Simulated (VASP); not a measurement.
Input of a VASP 6.6.1 run:

The input INCAR:

```
ALGO = Normal
EDIFF = 1E-7
ENCUT = 520
GGA = PE
ISIF = 2
ISMEAR = -1
LASPH = T
LCHARG = T
LELF = T
LREAL = F
LVHAR = T
LWAVE = F
NBANDS = 16
NELM = 100
PREC = Accurate
SIGMA = 0.08
```

KPOINTS

```
k-points
0
Gamma
  15 15 15
```

The input POSCAR:

```
WC
1.0
    0.0000000000      2.0271392205      2.0271392205
    2.0271392205      0.0000000000      2.0271392205
    2.0271392205      2.0271392205      0.0000000000
W C
1 1
Direct
    0.0000000000      0.0000000000      0.0000000000
    0.2500000000      0.2500000000      0.2500000000
```

Potentials or basis: VASP PAW PBE potentials, release 64 (W_sv, C).

Launch:

```bash
$ cat potpaw_PBE.64/W_sv/POTCAR potpaw_PBE.64/C/POTCAR > POTCAR
$ mpirun -np 1 vasp_std > vasp.out
```

Q: What does it give for the pressure?

A: 286.1 GPa.

Q: What does it give for the band gap on the k mesh?

A: Zero (band 9 reaches 16.95 eV, above the bottom of band 10 at 14.76 eV).

Caveat: spin-orbit coupling is left out, which moves the levels of the heavy elements.
